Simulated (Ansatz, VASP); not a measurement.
**Hf: VASP beside Ansatz**

```
Hf
1.0
     3.19670    0.00000    0.00000
    -1.59835    2.76842    0.00000
     0.00000    0.00000    5.05780
Hf
2
Direct
  0.33333 0.66667 0.25000
  0.66667 0.33333 0.75000
```

Alike in both runs: task single point; functional PBE; dispersion D3(BJ); k mesh 6 × 6 × 4; occupations gaussian, width 0.1 eV; no spin polarisation.

|  | VASP | Ansatz |
| --- | --- | --- |
| version | VASP 6.6.1 | Ansatz 0.2.0 |
| potentials or method | VASP PAW PBE potentials, release 64 (Hf_pv), cutoff 500 eV | scalar-relativistic, plane waves, PAW |
| valence electrons in the cell | 20 | 52 |

VASP gave:

```
gap on the k mesh at the Fermi level (eV)                     : none
pressure (GPa)                                                : -2.8
traceless stress, the component that is largest in VASP (GPa) : 0.52
```

**Question.** Estimate Ansatz's values.

**Answer.** gap on the k mesh at the Fermi level (eV): none; pressure (GPa): -2.4; traceless stress, the component that is largest in VASP (GPa): 0.60.

A gap of «none» marks a metal or a gap that the smearing closes. VASP's potentials hold 20 valence electrons a cell and Ansatz's 52, so a difference there can come from the potentials and not from the codes.

The k mesh is coarse, so the values compare programs but aren't converged. Neither program's run includes spin-orbit coupling.
